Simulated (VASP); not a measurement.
Sn:

```xyz
1
Lattice="-2.0292 2.0292 1.6608 2.0292 -2.0292 1.6608 2.0292 2.0292 -1.6608" Properties=species:S:1:pos:R:3 pbc="T T T"
Sn    0.0000    0.0000    0.0000
```

```yaml
Program: VASP 6.6.1
Task: relaxation of cell and atoms
Functional: revPBE
Potentials_or_basis: VASP PAW PBE potentials, release 64 (Sn_d)
Cutoff: 600 eV
k_mesh: 10 × 10 × 10
Occupations: fermi-dirac, width 0.05 eV
Spin: no spin polarisation
```

At the start: pressure 1.9 GPa; volume 27.35 Å³/atom.

Problem. Where does the relaxation end?

Solution. Over 5 steps the energy falls by 6.7 meV/atom and the volume is 28.41 Å³/atom (+3.9 %); space group I4/mmm (No. 139, to 0.05 Å).

The path:
```tsv
step	energy change (eV)	largest force (eV/Å)	pressure (GPa)	volume (Å³)
1	0.0000	0.0000	1.91	27.35
2	-0.0064	0.0000	-0.27	28.66
3	-0.0067	0.0000	-0.07	28.44
4	-0.0067	0.0000	0.05	28.41
5	-0.0067	0.0000	-0.01	28.41
```

Final structure:
```
Sn
1.0
    -2.04801    2.04801    1.69318
     2.04801   -2.04801    1.69318
     2.04801    2.04801   -1.69318
Sn
1
Direct
  0.00000 0.00000 0.00000
```

Caveat: the PAW data sets were made with another functional, which shifts forces and pressure a little.
